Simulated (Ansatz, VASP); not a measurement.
## Two plane-wave programs on Rh

```xyz
2
Lattice="2.6887 0.0000 0.0000 -1.3443 2.3285 0.0000 0.0000 0.0000 4.3369" Properties=species:S:1:pos:R:3 pbc="T T T"
Rh    0.0000    1.5523    1.0842
Rh    1.3443    0.7762    3.2527
```

Alike in both runs: task single point; functional PBEsol; k mesh 15 × 15 × 8; occupations fermi-dirac, width 0.1 eV; no spin polarisation.

|  | VASP | Ansatz |
| --- | --- | --- |
| version | VASP 6.6.1 | Ansatz 0.2.0 |
| potentials or method | VASP PAW PBE potentials, release 64 (Rh_pv), cutoff 520 eV | plane waves (420 eV) with PAW, scalar-relativistic |
| valence electrons in the cell | 30 | 34 |

```tsv
	VASP	Ansatz	Ansatz less VASP
pressure (GPa)	-0.2	-0.1	+0.10
traceless stress, the component that is largest in VASP (GPa)	-0.24	-0.25	-0.016
```

VASP's potentials were made for PBE, not for PBEsol, and Ansatz warns of the same on its side. The functional is the same, so the differences come from potentials, cutoffs and numerics. VASP's potentials hold 30 valence electrons a cell and Ansatz's 34, so a difference there can come from the potentials and not from the codes.
